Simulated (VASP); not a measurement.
# K2InBr5 (P4/mmm) in VASP: single point with PBE

Aim: the single point of K2InBr5 with PBE.

Everything below comes from runs of VASP 6.6.1. Logs are shortened: lines on timing, memory, paths and dates and some standing lists are left out, and cuts for length are marked.

### Step 1. The cell of the first run

It takes space group P4/mmm (No. 123, tetragonal). Conventional cell: a = 7.145 Å, b = 7.145 Å, c = 4.431 Å, α = 90.00°, β = 90.00°, γ = 90.00°. Within 4.5 Å of K (site symmetry mmm) lie 10 Br at 3.37 to 3.57 Å and 4 In at 4.20 Å and 2 K at 4.43 Å. Within 2.9 Å of In (site symmetry 4/mmm) lie 6 Br at 2.21 to 2.22 Å. Br (site symmetry 4/mmm) has 2 In at 2.22 Å within 2.9 Å. Within 2.9 Å of Br (site symmetry m2m) lie 1 In at 2.21 Å.

### Step 2. Single point, PBE

Contents of INCAR:

```
PREC     = Accurate       # precision mode
ENCUT    = 500            # plane-wave cutoff, eV
EDIFF    = 1E-6           # SCF threshold, eV
ISMEAR   = 1              # smearing method
SIGMA    = 0.0961         # smearing width, eV
LREAL    = F              # projectors in reciprocal space
LASPH    = T              # aspherical terms in the spheres
NELM     = 120            # most SCF steps
ALGO     = Normal         # electronic algorithm
ISIF     = 2              # what is computed and relaxed
LWAVE    = F              # write WAVECAR
LCHARG   = T              # write CHGCAR
GGA      = PE             # functional
LELF     = T              # ELF
LVHAR    = T            
NBANDS   = 43             # bands
GGA_COMPAT= F
```

Contents of KPOINTS:

```
regular mesh
0
Gamma
  4 4 6
```

Contents of POSCAR:

```
K2InBr5
1.0
    7.1452530000      0.0000000000      0.0000000000
    0.0000000000      7.1452530000      0.0000000000
    0.0000000000      0.0000000000      4.4308950000
K In Br
2 1 5
Direct
    0.0000000000      0.5000000000      0.5000000000
    0.5000000000      0.0000000000      0.5000000000
    0.0000000000      0.0000000000      0.0000000000
    0.0000000000      0.0000000000      0.5000000000
    0.2190000000      0.2190000000      0.0000000000
    0.7810000000      0.2190000000      0.0000000000
    0.7810000000      0.7810000000      0.0000000000
    0.2190000000      0.7810000000      0.0000000000
```

Potentials or basis: VASP PAW PBE potentials, release 64 (K_sv, In_d, Br).

Launch:

```sh
$ cat potpaw_PBE.64/K_sv/POTCAR potpaw_PBE.64/In_d/POTCAR potpaw_PBE.64/Br/POTCAR > POTCAR
$ mpirun -np 1 vasp_std > vasp.out
```

OUTCAR:

```text
PREC = Accurate
   ENCUT = 500
   EDIFF = 1E-6
   ISMEAR = 1
   LREAL = F
   LASPH = T
   NELM = 120
   ISIF = 2
   GGA = PE

 ion  position               nearest neighbor table
   1  0.000  0.500  0.500-
   2  0.500  0.000  0.500-
   3  0.000  0.000  0.000-   5 2.21   6 2.21   7 2.21   8 2.21   4 2.22   4 2.22
   4  0.000  0.000  0.500-   3 2.22   3 2.22
   5  0.219  0.219  0.000-   3 2.21
   6  0.781  0.219  0.000-   3 2.21
   7  0.781  0.781  0.000-   3 2.21
   8  0.219  0.781  0.000-   3 2.21

  LATTYP: Found a simple tetragonal cell.
 ALAT       =     7.1452530000
 C/A-ratio  =     0.6201173003

  Lattice vectors:

 A1 = (   7.1452530000,   0.0000000000,   0.0000000000)
 A2 = (   0.0000000000,   7.1452530000,   0.0000000000)
 A3 = (   0.0000000000,   0.0000000000,   4.4308950000)

Analysis of symmetry for initial positions (statically):
=====================================================================
 Subroutine PRICEL returns:
 Original cell was already a primitive cell.

 Routine SETGRP: Setting up the symmetry group for a
 simple tetragonal supercell.

 Subroutine GETGRP returns: Found 16 space group operations
 (whereof 16 operations were pure point group operations)
 out of a pool of 16 trial point group operations.

The static configuration has the point symmetry D_4h.

Analysis of symmetry for dynamics (positions and initial velocities):
=====================================================================
 Subroutine PRICEL returns:
 Original cell was already a primitive cell.

 Routine SETGRP: Setting up the symmetry group for a
 simple tetragonal supercell.

 Subroutine GETGRP returns: Found 16 space group operations
 (whereof 16 operations were pure point group operations)
 out of a pool of 16 trial point group operations.

The dynamic configuration has the point symmetry D_4h.

 Subroutine INISYM returns: Found 16 space group operations
 (whereof 16 operations are pure point group operations),
 and found     1 'primitive' translations

----------------------------------------------------------------------------------------

                                     Primitive cell

  volume of cell :     226.2178

  direct lattice vectors                    reciprocal lattice vectors
     7.145253000  0.000000000  0.000000000     0.139953057  0.000000000  0.000000000
     0.000000000  7.145253000  0.000000000     0.000000000  0.139953057  0.000000000
     0.000000000  0.000000000  4.430895000     0.000000000  0.000000000  0.225688038

  length of vectors
     7.145253000  7.145253000  4.430895000     0.139953057  0.139953057  0.225688038

  position of ions in fractional coordinates (direct lattice)
     0.000000000  0.500000000  0.500000000
     0.500000000  0.000000000  0.500000000
     0.000000000  0.000000000  0.000000000
     0.000000000  0.000000000  0.500000000
     0.219000000  0.219000000  0.000000000
     0.781000000  0.219000000  0.000000000
     0.781000000  0.781000000  0.000000000
     0.219000000  0.781000000  0.000000000

  ion indices of the primitive-cell ions
   primitive index   ion index
                 1           1
                 2           2
                 3           3
                 4           4
                 5           5
                 6           6
                 7           7
                 8           8

----------------------------------------------------------------------------------------

 KPOINTS: regular mesh

Automatic generation of k-mesh.
 Grid dimensions read from file:
 generate k-points for:    4    4    6

 Generating k-lattice:

  Cartesian coordinates                     Fractional coordinates (reciprocal lattice)
     0.034988264  0.000000000  0.000000000     0.250000000  0.000000000  0.000000000
     0.000000000  0.034988264  0.000000000     0.000000000  0.250000000  0.000000000
     0.000000000  0.000000000  0.037614673     0.000000000  0.000000000  0.166666667

  Length of vectors
     0.034988264  0.034988264  0.037614673

  Shift w.r.t. Gamma in fractional coordinates (k-lattice)
     0.000000000  0.000000000  0.000000000

 Subroutine IBZKPT returns following result:
 ===========================================

 Found     24 irreducible k-points:

 Following reciprocal coordinates:
            Coordinates               Weight
  0.000000  0.000000  0.000000      1.000000
  0.250000  0.000000  0.000000      4.000000
  0.500000  0.000000  0.000000      2.000000
  0.250000  0.250000  0.000000      4.000000
  0.500000  0.250000  0.000000      4.000000
  0.500000  0.500000  0.000000      1.000000
[... 16 lines left out ...]
  0.500000  0.250000  0.500000      4.000000
  0.500000  0.500000  0.500000      1.000000
   k-points           NKPTS =     24   k-points in BZ     NKDIM =     24   number of bands    NBANDS=     43
   number of dos      NEDOS =    301   number of ions     NIONS =      8
   total plane-waves  NPLWV =  93312
   dimension x,y,z NGX =    54 NGY =   54 NGZ =   32
   dimension x,y,z NGXF=   108 NGYF=  108 NGZF=   64
   ions per type =               2   1   5
   NGX,Y,Z   is equivalent  to a cutoff of  12.56, 12.56, 12.01 a.u.
   NGXF,Y,Z  is equivalent  to a cutoff of  25.13, 25.13, 24.01 a.u.
 SYSTEM =  unknown system
   PREC   = accura    normal or accurate (medium, high low for compatibility)
   ISTART =      0    job   : 0-new  1-cont  2-samecut
   ICHARG =      2    charge: 1-file 2-atom 10-const
   ISPIN  =      1    spin polarized calculation?
   LNONCOLLINEAR =      F non collinear calculations
   LSORBIT =      F    spin-orbit coupling
   LASPH  =      T    aspherical Exc in radial PAW
   ENCUT  =  500.0 eV  36.75 Ry    6.06 a.u.  13.03 13.03  8.08*2*pi/ulx,y,z
   NELM   =    120;   NELMIN=  2; NELMDL= -5     # of ELM steps
   EDIFF  = 0.1E-05   stopping-criterion for ELM
   LREAL  =      F    real-space projection
   EDIFFG = 0.1E-04   stopping-criterion for IOM
   NSW    =      0    number of steps for IOM
   IBRION =     -1    ionic relax: 0-MD 1-quasi-New 2-CG
   NFREE  =      0    steps in history (QN), initial steepest desc. (CG)
   ISIF   =      2    stress and relaxation
   ISYM   =      2    0-nonsym 1-usesym 2-fastsym
   POTIM  = 0.5000    time-step for ionic-motion
   TEBEG  =    0.0;   TEEND  =   0.0 temperature during run
   PSTRESS=    0.0 pullay stress
   NELECT =      66.0000    total number of electrons
   NUPDOWN=      -1.0000    fix difference up-down
   EMIN   =  10.00;   EMAX   =-10.00  energy-range for DOS
   EFERMI =   0.00;   METHOD = LEGACY
   ISMEAR =     1;   SIGMA  =   0.10  broadening in eV -4-tet -1-fermi 0-gaus
   EFERMI_NEDOS =   21; number of points for ismear=-14 and -15
   IALGO  =     38    algorithm
   IMIX   =      4    mixing-type and parameters
     AMIX     =   0.40;   BMIX     =  1.00
     AMIX_MAG =   1.60;   BMIX_MAG =  1.00
  volume/ion in A,a.u.               =      28.28       190.82
  Fermi-wavevector in a.u.,A,eV,Ry     =   1.085794  2.051852 16.040556  1.178948
  Thomas-Fermi vector in A             =   2.221915
   LORBIT       =      0    0 simple, 1 ext, 2 COOP (PROOUT), +10 PAW based schemes
   GGA     = PE    functional components
   LHFCALC =     F    Hartree Fock is set to
   AEXX    =    0.0000 exact exchange contribution
   IVDW    =     0    specifies the selected vdW correction
   LEPSILON=     F    determine dielectric tensor
   LRPA    =     F    only Hartree local field effects (RPA)
 non-spin polarized calculation
 Methfessel and Paxton  Order N= 1 SIGMA  =   0.10
  energy-cutoff  :      500.00
  volume of cell :      226.22
 maximum number of plane-waves:      5808
 NGX is ok and might be reduce to    54
   NGX = 27   NGY = 27   NGZ = 17

 number of electron      66.0000014 magnetization

 Free energy of the ion-electron system (eV)
  ---------------------------------------------------
  ext. energy  EPLUGINS =         0.00000000
  ---------------------------------------------------
  free energy    TOTEN  =       -12.73717395 eV

  energy without entropy =      -12.73771344  energy(sigma->0) =      -12.73735378

 E-fermi :   1.7871     XC(G=0):  -8.2456

 val. band max:        1.7472918788   @ k =   0.5000   0.5000   0.5000
 cond. band min:       5.1290383588   @ k =   0.0000   0.0000   0.0000
 fundamental gap:      3.3817464800
 Fermi energy:         1.7870592306

 k-point     1 :       0.0000    0.0000    0.0000
  band No.  band energies     occupation
      1     -27.5286      2.00000
      2     -27.5269      2.00000
      3     -15.7807      2.00000
      4     -14.7673      2.00000
      5     -14.7223      2.00000
      6     -13.0726      2.00000
[... 35 lines left out ...]
     42       8.8074      0.00000
     43       9.3012      0.00000

 k-point     2 :       0.2500    0.0000    0.0000
  band No.  band energies     occupation
      1     -27.5283      2.00000
      2     -27.5271      2.00000
      3     -15.7826      2.00000
      4     -14.7727      2.00000
      5     -14.7207      2.00000
      6     -13.0699      2.00000
[... 35 lines left out ...]
     42       8.8795      0.00000
     43       9.0172      0.00000

 k-point     3 :       0.5000    0.0000    0.0000
  band No.  band energies     occupation
      1     -27.5277      2.00000
      2     -27.5277      2.00000
      3     -15.7845      2.00000
      4     -14.7779      2.00000
      5     -14.7190      2.00000
      6     -13.0672      2.00000
[... 35 lines left out ...]
     42       8.9103      0.00000
     43       8.9313      0.00000

 k-point     4 :       0.2500    0.2500    0.0000
  band No.  band energies     occupation
      1     -27.5281      2.00000
      2     -27.5273      2.00000
      3     -15.7845      2.00000
      4     -14.7781      2.00000
      5     -14.7192      2.00000
      6     -13.0440      2.00000
[... 863 lines left out ...]
     42       9.3178      0.00000
     43       9.4993      0.00000

 k-point    23 :       0.5000    0.2500    0.5000
  band No.  band energies     occupation
      1     -27.5241      2.00000
      2     -27.5241      2.00000
      3     -14.7664      2.00000
      4     -14.7152      2.00000
      5     -14.0860      2.00000
      6     -13.1565      2.00000
[... 35 lines left out ...]
     42       9.3733      0.00000
     43       9.5925      0.00000

 k-point    24 :       0.5000    0.5000    0.5000
  band No.  band energies     occupation
      1     -27.5241      2.00000
      2     -27.5241      2.00000
      3     -14.7704      2.00000
      4     -14.7032      2.00000
      5     -14.0905      2.00000
      6     -13.1384      2.00000
[... 35 lines left out ...]
     42       9.4726      0.00000
     43       9.7710      0.00000

------------------------ aborting loop because EDIFF is reached ----------------------------------------

  FORCE on cell =-STRESS in cart. coord.  units (eV):
  Direction    XX          YY          ZZ          XY          YZ          ZX
  --------------------------------------------------------------------------------------
  -------------------------------------------------------------------------------------
  Total       44.4948066     44.4948066     45.2567062      0.0000000      0.0000000      0.0000000
  in kB      315.1325224    315.1325224    320.5286429      0.0000000      0.0000000      0.0000000
  external PRESSURE =     316.9312292 kB  Pullay stress =       0.0000000 kB

 VOLUME and BASIS-vectors are now :
 -----------------------------------------------------------------------------
  energy-cutoff  :      500.00
  volume of cell :      226.22
      direct lattice vectors                 reciprocal lattice vectors
     7.145253000  0.000000000  0.000000000     0.139953057  0.000000000  0.000000000
     0.000000000  7.145253000  0.000000000     0.000000000  0.139953057  0.000000000
     0.000000000  0.000000000  4.430895000     0.000000000  0.000000000  0.225688038

 POSITION                                       TOTAL-FORCE (eV/Angst)
 -----------------------------------------------------------------------------------
      0.00000      3.57263      2.21545        -0.000000      0.000000      0.000000
      3.57263      0.00000      2.21545        -0.000000      0.000000      0.000000
      0.00000      0.00000      0.00000        -0.000000      0.000000      0.000000
      0.00000      0.00000      2.21545        -0.000000      0.000000      0.000000
      1.56481      1.56481      0.00000         6.768846      6.768846      0.000000
      5.58044      1.56481      0.00000        -6.768846      6.768846      0.000000
      5.58044      5.58044      0.00000        -6.768846     -6.768846      0.000000
      1.56481      5.58044      0.00000         6.768846     -6.768846     -0.000000
 -----------------------------------------------------------------------------------
    total drift:                                0.000000      0.000000      0.000000

  FREE ENERGIE OF THE ION-ELECTRON SYSTEM (eV)
  ---------------------------------------------------
  free  energy   TOTEN  =       -12.7371739473 eV

  energy  without entropy=      -12.7377134383  energy(sigma->0) =      -12.73735378
```

Wall time 7.9 min (1 thread of Intel Xeon 8259CL, shared host); peak memory 0.42 GiB.

What came out:

```
Free energy            : -12.7372 eV
Pressure               : 31.7 GPa
Largest force          : 9.573 eV/Å
Band gap on the k mesh : 3.38 eV (least direct gap 3.60 eV)
```

Forces in eV/Å, atoms in the order of the input:
```
K    0.000  0.000  0.000
K    0.000  0.000  0.000
In   0.000  0.000  0.000
Br   0.000  0.000  0.000
Br   6.769  6.769  0.000
Br  -6.769  6.769  0.000
Br  -6.769 -6.769  0.000
Br   6.769 -6.769  0.000
```

Stress tensor (GPa, compression positive):
```
31.51  0.00  0.00
 0.00 31.51  0.00
 0.00  0.00 32.05
```

Levels at points of the mesh, in eV from the valence-band top:
```csv
k point,band 30,band 31,band 32,band 33,band 34,band 35,band 36,band 37
"(0.00, 0.00, 0.00)",-1.38,-1.38,-0.51,-0.22,3.38,4.04,4.94,5.78
"(0.50, 0.00, 0.00)",-1.43,-1.35,-1.05,-0.40,4.26,4.97,5.20,5.69
"(0.50, 0.50, 0.00)",-1.80,-1.43,-1.17,-1.13,4.90,5.37,5.99,5.99
"(0.00, 0.00, 0.50)",-0.62,-0.45,-0.41,-0.15,4.51,4.60,6.27,6.39
"(0.50, 0.00, 0.50)",-0.77,-0.59,-0.32,-0.19,5.05,5.62,5.97,5.98
"(0.50, 0.50, 0.50)",-1.06,-0.71,-0.71,0.00,6.01,6.40,6.46,6.57
```

Caveat: the cell stands under pressure; spin-orbit coupling is left out, which moves the levels of the heavy elements; forces of over 1 eV/Å act on the atoms, so gaps and moduli don't describe the material at rest.
